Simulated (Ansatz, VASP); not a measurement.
One calculation of Zn, two programs

```
Zn
1.0
     0.00000    1.89275    1.89275
     1.89275    0.00000    1.89275
     1.89275    1.89275    0.00000
Zn
1
Cartesian
  0.0000 0.0000 0.0000
```

Alike in both runs: functional LDA; k mesh 14 × 14 × 14; occupations fermi-dirac, width 0.1 eV; no spin polarisation.

Ansatz relaxed the structure, and its values are those at the end. VASP's run is a single point on that final structure, the one shown.

```csv
,VASP,Ansatz
version,VASP 6.6.1,Ansatz 0.2.0
potentials or method,"VASP PAW LDA potentials, release 64 (Zn), cutoff 520 eV","plane waves (420 eV) with PAW, scalar-relativistic"
valence electrons in the cell,12,12
```

VASP gave:

* pressure (GPa): 0.8

Q: Which values does Ansatz return?

A: Pressure (GPa): 0.0.

Ansatz warns that its potentials were made for another functional, while VASP's fit it. LDA's correlation is that of Perdew and Zunger in VASP and of Perdew and Wang (1992) in Ansatz.
